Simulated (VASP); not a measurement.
# Zn (Im-3m) in VASP: notebook, part 2 of 2

VASP 6.6.1. The steps go on from the part before.

### 5 Single point, PBEsol+D3(BJ)

This run uses another cell than the first one, of 13.35 Å³/atom, 0.889 times its volume.

INCAR

```
SYSTEM = Zn
PREC     = Accurate       ! precision mode
ENCUT    = 520            ! plane-wave cutoff, eV
EDIFF    = 1E-6           ! SCF threshold, eV
ISMEAR   = 1              ! smearing method
SIGMA    = 0.05           ! smearing width, eV
LREAL    = .False.        ! projectors in reciprocal space
LASPH    = .True.         ! aspherical terms in the spheres
NELM     = 80             ! most SCF steps
ALGO     = Normal         ! electronic algorithm
ISIF     = 2              ! what is computed and relaxed
LWAVE    = .False.        ! write WAVECAR
LCHARG   = .False.        ! write CHGCAR
GGA      = PS             ! functional
IVDW     = 12             ! dispersion correction
NBANDS   = 12             ! bands
```

KPOINTS

```
Automatic mesh
0
Gamma
  8 8 8
  0 0 0
```

POSCAR

```
Zn
1.0
   -1.4943001662      1.4943001662      1.4943001662
    1.4943001662     -1.4943001662      1.4943001662
    1.4943001662      1.4943001662     -1.4943001662
Zn
1
Direct
    0.0120688640     -0.0011977141      0.0053181697
```

Potentials or basis: VASP PAW PBE potentials, release 64 (Zn).

Started as:

```
cat potpaw_PBE.64/Zn/POTCAR > POTCAR
mpirun -np 1 vasp_std > vasp.out
```

OUTCAR:

```text
SYSTEM = Zn
   PREC = Accurate
   ENCUT = 520
   EDIFF = 1E-6
   ISMEAR = 1
   LREAL = .False.
   LASPH = .True.
   NELM = 80
   ISIF = 2
   GGA = PS
   IVDW = 12
 IVDW          = 12

 ion  position               nearest neighbor table
   1  0.012  0.999  0.005-

  LATTYP: Found a body centered cubic cell.
 ALAT       =     2.9886003324

  Lattice vectors:

 A1 = (  -1.4943001662,   1.4943001662,   1.4943001662)
 A2 = (   1.4943001662,  -1.4943001662,   1.4943001662)
 A3 = (   1.4943001662,   1.4943001662,  -1.4943001662)

[... 540 lines left out ...]

 [... further k-points ...]

------------------------ aborting loop because EDIFF is reached ----------------------------------------

 Edisp (eV)   -0.41025

 E8    (eV) :    -0.2650

  FORCE on cell =-STRESS in cart. coord.  units (eV):
  Direction    XX          YY          ZZ          XY          YZ          ZX
  --------------------------------------------------------------------------------------
  -------------------------------------------------------------------------------------
  Total       0.09693     0.09693     0.09693    -0.00000    -0.00000     0.00000
  in kB      11.63612    11.63612    11.63612    -0.00000    -0.00000     0.00000
  external pressure =       11.64 kB  Pullay stress =        0.00 kB

 VOLUME and BASIS-vectors are now :
 -----------------------------------------------------------------------------
  energy-cutoff  :      520.00
  volume of cell :       13.35
      direct lattice vectors                 reciprocal lattice vectors
    -1.494300166  1.494300166  1.494300166     0.000000000  0.334604794  0.334604794
     1.494300166 -1.494300166  1.494300166     0.334604794  0.000000000  0.334604794
     1.494300166  1.494300166 -1.494300166     0.334604794  0.334604794  0.000000000

 POSITION                                       TOTAL-FORCE (eV/Angst)
 -----------------------------------------------------------------------------------
      1.48242     -1.46653      1.50260         0.000000      0.000000      0.000000
 -----------------------------------------------------------------------------------
    total drift:                                0.000008      0.000102     -0.000024

  FREE ENERGIE OF THE ION-ELECTRON SYSTEM (eV)
  ---------------------------------------------------
  free  energy   TOTEN  =        -1.8831746449 eV

  energy  without entropy=       -1.8828537073  energy(sigma->0) =       -1.88306767
```

OSZICAR:

```text
N       E                     dE             d eps       ncg     rms          rms(c)
DAV:   1     0.411896268344E+02    0.41190E+02   -0.64545E+03   712   0.165E+03
DAV:   2    -0.494043047516E+00   -0.41684E+02   -0.39728E+02   708   0.217E+02
DAV:   3    -0.165343576641E+01   -0.11594E+01   -0.11573E+01   804   0.349E+01
DAV:   4    -0.165609483226E+01   -0.26591E-02   -0.26590E-02   792   0.156E+00
DAV:   5    -0.165609625704E+01   -0.14248E-05   -0.14249E-05   812   0.352E-02    0.394E+00
DAV:   6    -0.148742769228E+01    0.16867E+00   -0.91423E-01   760   0.196E+01    0.274E+00
DAV:   7    -0.147743372835E+01    0.99940E-02   -0.16934E-02   776   0.260E+00    0.141E+00
DAV:   8    -0.147294317103E+01    0.44906E-02   -0.14189E-03   908   0.549E-01    0.293E-02
DAV:   9    -0.147292882578E+01    0.14345E-04   -0.12776E-04  1064   0.190E-01    0.283E-02
DAV:  10    -0.147292796087E+01    0.86491E-06   -0.11261E-05   720   0.591E-02    0.151E-03
DAV:  11    -0.147292786684E+01    0.94024E-07   -0.10792E-07   420   0.537E-03
   1 F= -.18831746E+01 E0= -.18830677E+01  d E =-.320938E-03
```

Wall time 2.5 s (1 thread of AMD EPYC 9R45 (Zen 5), shared host); peak memory 0.1 GiB.

What came out:

- Free energy: -1.8832 eV
- Pressure: 1.2 GPa
- Band gap on the k mesh: zero (band 6 reaches 8.45 eV, above the bottom of band 7 at 3.32 eV)
- Dispersion energy per atom: -0.410 eV

Caveat: the k points lie up to 0.37 Å⁻¹ apart; the PAW data sets were made with another functional, which shifts forces and pressure a little; pairwise dispersion overbinds metals, which lowers pressure and volume.

### 6 Single point, PBEsol+D3(BJ)

This run uses another cell than the first one, of 13.36 Å³/atom, 0.889 times its volume.

INCAR

```
PREC = Accurate
ENCUT = 520
EDIFF = 1E-6
ISMEAR = 1
SIGMA = 0.05
LREAL = F
LASPH = T
NELM = 60
ALGO = Normal
ISIF = 2
LWAVE = F
LCHARG = F
GGA = PS
IVDW = 12
NBANDS = 12
```

KPOINTS

```
regular mesh
0
Gamma
  8 8 8
```

POSCAR

```
Zn
1.0
   -1.4946878399      1.4946878399      1.4946878399
    1.4946878399     -1.4946878399      1.4946878399
    1.4946878399      1.4946878399     -1.4946878399
Zn
1
Direct
    0.0120688640     -0.0011977141      0.0053181697
```

Potentials or basis: VASP PAW PBE potentials, release 64 (Zn).

Started as:

```
cat potpaw_PBE.64/Zn/POTCAR > POTCAR
mpirun -np 1 vasp_std > vasp.out
```

Wall time 2.4 s (1 thread of AMD EPYC 9R45 (Zen 5), shared host); peak memory 0.1 GiB.

Results (log left out):

| Property | Result |
| --- | --- |
| Free energy | -1.8832 eV |
| Pressure | 1.1 GPa |
| Band gap on the k mesh | zero (band 6 reaches 8.45 eV, above the bottom of band 7 at 3.31 eV) |
| Dispersion energy per atom | -0.410 eV |

Levels at points of the mesh, in eV from the Fermi level:
```tsv
k point	band 3	band 4	band 5	band 6	band 7	band 8	band 9	band 10
(0.00, 0.00, 0.00)	-8.14	-8.14	-7.49	-7.49	21.54	21.54	21.54	22.09
(0.50, 0.00, 0.00)	-7.53	-7.45	-7.06	-3.23	-0.66	12.57	13.73	16.59
(0.50, 0.50, 0.50)	-7.17	-7.17	-7.17	4.48	4.48	4.48	9.19	9.19
```

Caveat: the k points lie up to 0.37 Å⁻¹ apart; the PAW data sets were made with another functional, which shifts forces and pressure a little; pairwise dispersion overbinds metals, which lowers pressure and volume.

### 7 The runs side by side

```csv
cell,gap on the mesh (eV),pressure (GPa)
"a = 2.692 Å, angles 109.5°, 1 atom",none,-7.9
"a = 2.646 Å, angles 109.5°, 1 atom",none,-5.3
"a = 2.588 Å, angles 109.5°, 1 atom",none,1.2
"a = 2.589 Å, angles 109.5°, 1 atom",none,1.1
```

Alike in all rows: task single point; level PBEsol+D3(BJ); potentials or basis VASP PAW PBE potentials, release 64 (Zn); no spin polarisation; k mesh 8 × 8 × 8; cutoff (eV) 520; smearing methfessel-paxton 0.05 eV.

Caveats: some runs use coarse meshes; the PAW data sets were made with another functional, which shifts forces and pressure a little; pairwise dispersion overbinds metals, which lowers pressure and volume.

Absolute energies hang on the potentials; compare differences alone.
